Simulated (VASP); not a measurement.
Here is a VASP 6.6.1 calculation.

INCAR

```
PREC = Accurate
ENCUT = 500
EDIFF = 1E-6
ISMEAR = -1
SIGMA = 0.05
LREAL = F
LASPH = T
NELM = 120
ALGO = Normal
ISIF = 2
LWAVE = F
LCHARG = T
GGA = CA
LELF = T
LVHAR = T
NBANDS = 20
GGA_COMPAT = F
```

Contents of KPOINTS:

```
regular mesh
0
Gamma
  14 14 14
```

POSCAR

```
Tc
1.0
    0.0000000000      2.7207367994      2.7207367994
    2.7207367994      0.0000000000      2.7207367994
    2.7207367994      2.7207367994      0.0000000000
Tc
2
Direct
    1.0000000000      1.0000000000      1.0000000000
    0.2500000000      0.2500000000      0.2500000000
```

Potentials or basis: VASP PAW LDA potentials, release 64 (Tc_pv).

Command:

```console
$ cat potpaw_LDA.64/Tc_pv/POTCAR > POTCAR
$ mpirun -np 1 vasp_std > vasp.out
```

**Question.** What does it give for the pressure?

**Answer.** -0.1 GPa.

**Question.** Estimate the band gap on the k mesh.

**Answer.** Zero (bands 13 and 14 overlap by 1.00 eV).
